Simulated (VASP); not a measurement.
A run of VASP 6.6.1 is set up as follows.

The input INCAR:

```
PREC = Accurate
ENCUT = 600
EDIFF = 1E-6
ISMEAR = 0
SIGMA = 0.1
LREAL = F
LASPH = T
NELM = 80
ALGO = Normal
ISIF = 4
LWAVE = F
LCHARG = F
GGA = PE
IBRION = 2
NSW = 50
EDIFFG = -0.01
```

Contents of KPOINTS:

```
regular mesh
0
Gamma
  18 18 18
```

POSCAR

```
Sb
1.0
    2.1076828548      1.2168712636      1.7194890042
   -2.1076828548      1.2168712636      1.7194890042
    0.0000000000     -2.4337425272      1.7194890042
Sb
1
Direct
    0.5000000000      0.5000000000      0.5000000000
```

Potentials or basis: VASP PAW PBE potentials, release 64 (Sb).

The run is started by

```bash
$ cat potpaw_PBE.64/Sb/POTCAR > POTCAR
$ mpirun -np 1 vasp_std > vasp.out
```

(1) What does it give for the band gap on the k mesh?

Results:

(1) zero (an odd number of electrons rules out a gap without spin polarisation).

Caveat: the relaxation stopped at its first step, so nothing moved; spin-orbit coupling is left out, which moves the levels of the heavy elements.
